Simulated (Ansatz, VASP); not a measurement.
One calculation of In3CoTe4, two programs

```
CELL_PARAMETERS angstrom
6.16000 0.00000 0.00000
0.00000 6.16000 0.00000
0.00000 0.00000 6.16000
ATOMIC_POSITIONS crystal
In 0.00000 0.00000 0.00000
In 0.50000 0.00000 0.50000
In 0.50000 0.50000 0.00000
Te 0.50000 0.00000 0.00000
Te 0.50000 0.50000 0.50000
Te 0.00000 0.00000 0.50000
Te 0.00000 0.50000 0.00000
Co 0.00000 0.50000 0.50000
```

Alike in both runs: task single point; functional PBE; k mesh 3 × 3 × 3; occupations fermi-dirac, width 0.02 eV; collinear spin; Hubbard terms Co d U = 3.6 eV.

|  | VASP | Ansatz |
| --- | --- | --- |
| version | VASP 6.6.1 | Ansatz 0.2.0 |
| potentials or method | VASP PAW PBE potentials, release 64 (In_d, Te, Co), cutoff 520 eV | PAW, plane waves, scalar-relativistic |
| valence electrons in the cell | 72 | 120 |

|  | VASP | Ansatz | Ansatz less VASP |
| --- | --- | --- | --- |
| pressure (GPa) | -1.1 | -1.1 | -0.04 |
| net moment per atom (μB) | 0.25 | 0.25 | 0.000 |
| size of the moment on the site where the two differ most (μB) | 1.98 | 1.97 | -0.012 |

Site moments also hang on the region over which each program counts them. The programs project onto different local orbitals, so the same U acts differently, and such runs can settle in different states. VASP's potentials hold 72 valence electrons a cell and Ansatz's 120, so a difference there can come from the potentials and not from the codes. Ansatz's warnings: filled band counts differ across k points.

Neither program's run includes spin-orbit coupling.
